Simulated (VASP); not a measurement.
# BaF2 (Frankdicksonite) (Fm-3m) in VASP: further runs

Runs on BaF2 (Frankdicksonite). Level: r2SCAN+D3(BJ). Tasks: single point.

All numbers are computed with VASP 6.6.1; they aren't measurements. Logs are shortened: lines on timing, memory, paths and dates and some standing lists are left out, and cuts for length are marked.

**1. The cell of the first run**

It takes space group Fm-3m (No. 225, cubic). Conventional cell: a = 6.179 Å, b = 6.179 Å, c = 6.179 Å, α = 90.00°, β = 90.00°, γ = 90.00°. Ba (site symmetry m-3m) has 8 F at 2.68 Å within 3.5 Å. F (site symmetry -43m) has 4 Ba at 2.68 Å and 6 F at 3.09 Å within 3.5 Å.

**2. Single point, r2SCAN+D3(BJ)**

POSCAR

```
BaF2
1.0
    0.0000000000      3.0897226927      3.0897226927
    3.0897226927      0.0000000000      3.0897226927
    3.0897226927      3.0897226927      0.0000000000
Ba F
1 2
Direct
    0.0000000000      0.0000000000      0.0000000000
    0.2500000000      0.2500000000      0.2500000000
    0.7500000000      0.7500000000      0.7500000000
```

INCAR.step1

```
ALGO = Normal ; EDIFF = 1E-5
ENCUT = 660 ; GGA = PE
GGA_COMPAT = False ; ISMEAR = 0
LASPH = True ; LCHARG = False
LREAL = False ; LWAVE = True
NBANDS = 19 ; NELM = 120
PREC = Accurate ; SIGMA = 0.01
```

INCAR.step2

```
ALGO = Normal ; EDIFF = 1E-6
ENCUT = 660 ; GGA_COMPAT = False
ISIF = 2 ; ISMEAR = 0
ISTART = 1 ; IVDW = 12
LASPH = True ; LCHARG = True
LELF = True ; LMIXTAU = True
LREAL = False ; LVHAR = True
LWAVE = False ; METAGGA = R2SCAN
NBANDS = 19 ; NELM = 120
PREC = Accurate ; SIGMA = 0.01
VDW_A1 = 0.49484001 ; VDW_A2 = 5.73083694
VDW_S6 = 1.0 ; VDW_S8 = 0.78981345
```

KPOINTS

```
k-points
0
Gamma
  5 5 5
```

Potentials or basis: VASP PAW PBE potentials, release 64 (Ba_sv, F).

On the command line:

```console
$ cat potpaw_PBE.64/Ba_sv/POTCAR potpaw_PBE.64/F/POTCAR > POTCAR
$ cp INCAR.step1 INCAR
$ mpirun -np 1 vasp_std > vasp.out
$ cp INCAR.step2 INCAR
$ mpirun -np 1 vasp_std > vasp.out
```

OUTCAR:

```text
EDIFF = 1E-6
   ENCUT = 660
   ISIF = 2
   ISMEAR = 0
   ISTART = 1
   IVDW = 12
   LASPH = True
   LREAL = False
   METAGGA = R2SCAN
   NELM = 120
   PREC = Accurate
 IVDW          = 12

 ion  position               nearest neighbor table
   1  0.000  0.000  0.000-   3 2.68   3 2.68   3 2.68   2 2.68   3 2.68   2 2.68   2 2.68   2 2.68

   2  0.250  0.250  0.250-   1 2.68   1 2.68   1 2.68   1 2.68
   3  0.750  0.750  0.750-   1 2.68   1 2.68   1 2.68   1 2.68

  LATTYP: Found a face centered cubic cell.
 ALAT       =     6.1794453854

  Lattice vectors:

 A1 = (   0.0000000000,   3.0897226927,   3.0897226927)
 A2 = (   3.0897226927,   0.0000000000,   3.0897226927)
 A3 = (   3.0897226927,   3.0897226927,   0.0000000000)

Analysis of symmetry for initial positions (statically):
=====================================================================
 Subroutine PRICEL returns:
 Original cell was already a primitive cell.

 Routine SETGRP: Setting up the symmetry group for a
 face centered cubic supercell.

 Subroutine GETGRP returns: Found 48 space group operations
 (whereof 48 operations were pure point group operations)
 out of a pool of 48 trial point group operations.

The static configuration has the point symmetry O_h .

Analysis of symmetry for dynamics (positions and initial velocities):
=====================================================================
 Subroutine PRICEL returns:
 Original cell was already a primitive cell.

 Routine SETGRP: Setting up the symmetry group for a
 face centered cubic supercell.

 Subroutine GETGRP returns: Found 48 space group operations
 (whereof 48 operations were pure point group operations)
 out of a pool of 48 trial point group operations.

The dynamic configuration has the point symmetry O_h .

 Subroutine INISYM returns: Found 48 space group operations
 (whereof 48 operations are pure point group operations),
 and found     1 'primitive' translations

----------------------------------------------------------------------------------------

                                     Primitive cell

  volume of cell :      58.9914

  direct lattice vectors                    reciprocal lattice vectors
     0.000000000  3.089722693  3.089722693    -0.161826821  0.161826821  0.161826821
     3.089722693  0.000000000  3.089722693     0.161826821 -0.161826821  0.161826821
[... 71 lines left out ...]
   NELM   =    120;   NELMIN=  2; NELMDL=  0     # of ELM steps
   EDIFF  = 0.1E-05   stopping-criterion for ELM
   LREAL  =      F    real-space projection
   EDIFFG = 0.1E-04   stopping-criterion for IOM
   NSW    =      0    number of steps for IOM
   IBRION =     -1    ionic relax: 0-MD 1-quasi-New 2-CG
   NFREE  =      0    steps in history (QN), initial steepest desc. (CG)
   ISIF   =      2    stress and relaxation
   ISYM   =      2    0-nonsym 1-usesym 2-fastsym
   POTIM  = 0.5000    time-step for ionic-motion
   TEBEG  =    0.0;   TEEND  =   0.0 temperature during run
   PSTRESS=    0.0 pullay stress
   NELECT =      24.0000    total number of electrons
   NUPDOWN=      -1.0000    fix difference up-down
   EMIN   =  10.00;   EMAX   =-10.00  energy-range for DOS
   EFERMI =   0.00;   METHOD = LEGACY
   ISMEAR =     0;   SIGMA  =   0.01  broadening in eV -4-tet -1-fermi 0-gaus
   EFERMI_NEDOS =   21; number of points for ismear=-14 and -15
   IALGO  =     38    algorithm
   IMIX   =      4    mixing-type and parameters
     AMIX     =   0.40;   BMIX     =  1.00
     AMIX_MAG =   1.60;   BMIX_MAG =  1.00
  volume/ion in A,a.u.               =      19.66       132.70
  Fermi-wavevector in a.u.,A,eV,Ry     =   1.213060  2.292352 20.021183  1.471515
  Thomas-Fermi vector in A             =   2.348525
   LORBIT       =      0    0 simple, 1 ext, 2 COOP (PROOUT), +10 PAW based schemes
   METAGGA = R2SCAN    functional components
   LHFCALC =     F    Hartree Fock is set to
   AEXX    =    0.0000 exact exchange contribution
   IVDW    =    12    specifies the selected vdW correction
   LEPSILON=     F    determine dielectric tensor
   LRPA    =     F    only Hartree local field effects (RPA)
 non-spin polarized calculation
 Gauss-broadening in eV      SIGMA  =   0.01
  energy-cutoff  :      660.00
  volume of cell :       58.99
 maximum number of plane-waves:      2288
 NGX is ok and might be reduce to    40
   NGX = 19   NGY = 19   NGZ = 19

 number of electron      24.0000003 magnetization

 Free energy of the ion-electron system (eV)
  ---------------------------------------------------
  ext. energy  EPLUGINS =         0.00000000
  ---------------------------------------------------
  free energy    TOTEN  =       -45.06356093 eV

  energy without entropy =      -45.06356093  energy(sigma->0) =      -45.06356093

 E-fermi :  -2.4996     XC(G=0):  -9.2921

 val. band max:       -2.5533673309   @ k =  -0.2000   0.2000   0.0000
 cond. band min:       4.8214555006   @ k =   0.0000   0.0000   0.0000
 fundamental gap:      7.3748228315
 Fermi energy:        -2.4995587442

 k-point     1 :       0.0000    0.0000    0.0000
  band No.  band energies     occupation
      1     -26.1725      2.00000
      2     -22.6568      2.00000
      3     -22.5034      2.00000
      4     -10.4990      2.00000
      5     -10.4990      2.00000
      6     -10.4990      2.00000
[... 197 lines left out ...]
      6     -10.5475      2.00000
[... 11 lines left out ...]
     18      11.5855      0.00000
     19      13.0702      0.00000

------------------------ aborting loop because EDIFF is reached ----------------------------------------

 Edisp (eV)   -0.19540

 E8    (eV) :    -0.0770

  FORCE on cell =-STRESS in cart. coord.  units (eV):
  Direction    XX          YY          ZZ          XY          YZ          ZX
  --------------------------------------------------------------------------------------
  -------------------------------------------------------------------------------------
  Total       0.30609     0.30609     0.30609     0.00000     0.00000     0.00000
  in kB       8.31326     8.31326     8.31326     0.00000     0.00000     0.00000
  external pressure =        8.31 kB  Pullay stress =        0.00 kB

 VOLUME and BASIS-vectors are now :
 -----------------------------------------------------------------------------
  energy-cutoff  :      660.00
  volume of cell :       58.99
      direct lattice vectors                 reciprocal lattice vectors
     0.000000000  3.089722693  3.089722693    -0.161826821  0.161826821  0.161826821
     3.089722693  0.000000000  3.089722693     0.161826821 -0.161826821  0.161826821
     3.089722693  3.089722693  0.000000000     0.161826821  0.161826821 -0.161826821

 POSITION                                       TOTAL-FORCE (eV/Angst)
 -----------------------------------------------------------------------------------
      0.00000      0.00000      0.00000        -0.000000     -0.000000     -0.000000
      1.54486      1.54486      1.54486         0.000000      0.000000      0.000000
      4.63458      4.63458      4.63458        -0.000000     -0.000000     -0.000000
 -----------------------------------------------------------------------------------
    total drift:                                0.000000     -0.000000      0.000000

  FREE ENERGIE OF THE ION-ELECTRON SYSTEM (eV)
  ---------------------------------------------------
  free  energy   TOTEN  =       -45.2589611000 eV

  energy  without entropy=      -45.2589611000  energy(sigma->0) =      -45.25896110
```

OSZICAR.step1:

```text
N       E                     dE             d eps       ncg     rms          rms(c)
DAV:   1     0.169875488937E+03    0.16988E+03   -0.14885E+04   380   0.143E+03
DAV:   2    -0.918906040883E+01   -0.17906E+03   -0.17329E+03   449   0.290E+02
DAV:   3    -0.187130309790E+02   -0.95240E+01   -0.94572E+01   505   0.662E+01
DAV:   4    -0.188606433445E+02   -0.14761E+00   -0.14743E+00   437   0.780E+00
DAV:   5    -0.188649377643E+02   -0.42944E-02   -0.42942E-02   448   0.978E-01    0.860E+00
DAV:   6    -0.170847732361E+02    0.17802E+01   -0.74780E+00   395   0.214E+01    0.429E+00
DAV:   7    -0.170787538357E+02    0.60194E-02   -0.29219E-01   404   0.412E+00    0.224E+00
DAV:   8    -0.170962728381E+02   -0.17519E-01   -0.67193E-02   380   0.279E+00    0.320E-01
DAV:   9    -0.171022404351E+02   -0.59676E-02   -0.12447E-02   413   0.800E-01    0.140E-01
DAV:  10    -0.171052723205E+02   -0.30319E-02   -0.34180E-03   413   0.401E-01    0.428E-02
DAV:  11    -0.171052635551E+02    0.87654E-05   -0.27516E-04   473   0.130E-01    0.251E-02
DAV:  12    -0.171052783312E+02   -0.14776E-04   -0.70802E-05   389   0.608E-02    0.339E-03
DAV:  13    -0.171052788870E+02   -0.55581E-06   -0.10308E-06   330   0.835E-03
   1 F= -.17105279E+02 E0= -.17105279E+02  d E =-.545163E-61
```

Wall time 1.9 min (1 thread of Intel Xeon 8259CL, shared host); peak memory 0.27 GiB.

What came out:

* Free energy: -45.2590 eV
* Pressure: 0.8 GPa
* Band gap on the k mesh: 7.37 eV, indirect (least direct gap 7.46 eV)
* Dispersion energy per atom: -0.065 eV

Caveat: three body term missing; the PAW data sets were made with another functional, which shifts forces and pressure a little; spin-orbit coupling is left out, which moves the levels of the heavy elements.

**3. Single point, r2SCAN+D3(BJ)**

This run uses another cell than the first one, of 19.86 Å³/atom, 1.010 times its volume.

POSCAR

```
BaF2
1.0
    0.0000000000      3.1000500000      3.1000500000
    3.1000500000      0.0000000000      3.1000500000
    3.1000500000      3.1000500000      0.0000000000
Ba F
1 2
Direct
    0.0000000000      0.0000000000      0.0000000000
    0.2500000000      0.2500000000      0.2500000000
    0.7500000000      0.7500000000      0.7500000000
```

INCAR.step1

```
PREC = Accurate
ENCUT = 660
ISMEAR = 0
SIGMA = 0.01
LREAL = False
LASPH = True
NELM = 120
NBANDS = 19
GGA = PE
ALGO = Normal
EDIFF = 1E-5
LWAVE = True
LCHARG = False
GGA_COMPAT = False
```

INCAR.step2

```
PREC = Accurate
ENCUT = 660
EDIFF = 1E-6
ISMEAR = 0
SIGMA = 0.01
LREAL = False
LASPH = True
NELM = 120
ALGO = Normal
ISIF = 2
LWAVE = False
LCHARG = False
METAGGA = R2SCAN
LMIXTAU = True
IVDW = 12
VDW_S6 = 1.0
VDW_S8 = 0.78981345
VDW_A1 = 0.49484001
VDW_A2 = 5.73083694
NBANDS = 19
ISTART = 1
GGA_COMPAT = False
```

KPOINTS

```
regular mesh
0
Gamma
  5 5 5
```

Potentials or basis: VASP PAW PBE potentials, release 64 (Ba_sv, F).

On the command line:

```console
$ cat potpaw_PBE.64/Ba_sv/POTCAR potpaw_PBE.64/F/POTCAR > POTCAR
$ cp INCAR.step1 INCAR
$ mpirun -np 1 vasp_std > vasp.out
$ cp INCAR.step2 INCAR
$ mpirun -np 1 vasp_std > vasp.out
```

It took 2.4 min on 1 thread of Intel Xeon 8259CL, shared host; peak memory 0.26 GiB.

The run converged. Its results:

```
Free energy                : -45.2621 eV
Pressure                   : 0.2 GPa
Band gap on the k mesh     : 7.33 eV, indirect (least direct gap 7.42 eV)
Dispersion energy per atom : -0.064 eV
```

Levels at points of the mesh, in eV from the valence-band top:
```
           k point  band 8  band 9  band 10  band 11  band 12  band 13  band 14  band 15  band 16  band 17
(0.00, 0.00, 0.00)   -1.48   -1.48    -0.08    -0.08    -0.08     7.33     9.90     9.90    12.27    12.27
```

Caveat: three body term missing; the PAW data sets were made with another functional, which shifts forces and pressure a little; spin-orbit coupling is left out, which moves the levels of the heavy elements. A k mesh can miss the band edges.
